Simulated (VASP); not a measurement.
Input of a VASP 6.6.1 run:

The input INCAR:

```
ALGO = Normal
EDIFF = 1E-7
ENCUT = 520
GGA = PS
ISIF = 2
ISMEAR = -1
LASPH = True
LCHARG = False
LREAL = Auto
LWAVE = False
NBANDS = 45
NELM = 60
PREC = Accurate
SIGMA = 0.02
```

Contents of KPOINTS:

```
k-points
0
Gamma
  1 1 1
```

File POSCAR:

```
H15NO6
1.0
    6.0276500000      0.0000000000      0.0000000000
    0.0000000000      6.0276500000      0.0000000000
    0.0000000000      0.0000000000      6.0276500000
O H N
6 15 1
Direct
   -0.1154678855      0.8330277969      0.3664446343
    0.3351223113      0.6753212280      0.3594269740
    0.6148499000      0.6993106766      0.0410441880
    0.5193566315      0.1507552695      0.4365548763
    1.0135956799      0.3782236858      0.5308868299
    0.8620938508      0.2608313356      1.0601478188
    0.0549467869      0.8218459930      0.3594269740
   -0.1571922723      0.8230570786      0.2023508332
    0.2963509826      0.5318324720      0.4284754423
    0.4647084685      0.6593116720      0.2536145928
    0.6690667175      0.5549758198      0.0032516818
    0.6289349912      0.7880019576     -0.0939337885
    0.5018705466     -0.0054913606      0.4524483007
    0.6872330013      0.1551184956      0.4406526590
    0.9442319975      0.5283817076      0.5648967674
    1.0181745788      0.3652501389      0.3667598484
    0.9353562334      0.1068077941      1.0132804659
    0.7685416373      0.2244158171      1.1825504135
    0.1900408949      0.0749214039      0.8246331489
    0.3163919604     -0.0227783630      1.0318946853
    0.1993645948     -0.1878178063      0.8398629648
    0.1669639080     -0.0455401359      0.9419259579
```

Potentials or basis: VASP PAW PBE potentials, release 64 (O, H, N).

Command:

```sh
$ cat potpaw_PBE.64/O/POTCAR potpaw_PBE.64/H/POTCAR potpaw_PBE.64/N/POTCAR > POTCAR
$ mpirun -np 1 vasp_gam > vasp.out
```

Problem. Predict the pressure.

Solution. -1.9 GPa.

Problem. What does it give for the largest force?

Solution. 2.207 eV/Å.

Problem. Predict the band gap on the k mesh.

Solution. 4.13 eV.

Stress tensor (GPa, compression positive):
```
-3.00  1.28 -0.38
 1.28 -1.49 -1.51
-0.38 -1.51 -1.13
```

Caveat: the k points lie up to 1.04 Å⁻¹ apart; the PAW data sets were made with another functional, which shifts forces and pressure a little.
